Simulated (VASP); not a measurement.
A run of VASP 6.6.1:

File INCAR:

```
SYSTEM = RbSi6
PREC = Accurate ; ENCUT = 520
EDIFF = 1E-6 ; ISMEAR = 0
SIGMA = 0.1 ; LREAL = .False.
LASPH = .True. ; NELM = 80
ALGO = Normal ; ISIF = 2
LWAVE = .False. ; LCHARG = .False.
GGA = PE ; NBANDS = 26
```

Contents of KPOINTS:

```
Automatic mesh
0
Gamma
  4 4 4
  0 0 0
```

Contents of POSCAR:

```
RbSi6
1.0
   -3.3948410084      3.3948410084      3.3948410084
    3.3948410084     -3.3948410084      3.3948410084
    3.3948410084      3.3948410084     -3.3948410084
Rb Si
1 6
Direct
    0.0000000000      0.0000000000      0.0000000000
    0.7500000000      0.2500000000      0.5000000000
    0.2500000000      0.7500000000      0.5000000000
    0.5000000000      0.2500000000      0.7500000000
    0.7500000000      0.5000000000      0.2500000000
    0.5000000000      0.7500000000      0.2500000000
    0.2500000000      0.5000000000      0.7500000000
```

Potentials or basis: VASP PAW PBE potentials, release 64 (Rb_sv, Si).

The run is started by

```console
$ cat potpaw_PBE.64/Rb_sv/POTCAR potpaw_PBE.64/Si/POTCAR > POTCAR
$ mpirun -np 1 vasp_std > vasp.out
```

Hardware: 1 thread of AMD EPYC 9R45 96-Core Processor (Zen 5), with other jobs on the host.

**Question.** How long does it take, and how much memory?

**Answer.** It took 32 s on 1 thread of AMD EPYC 9R45 96-Core Processor (Zen 5), with other jobs on the host, peak memory 0.28 GiB. Counts: scf iterations 12, k points 8.
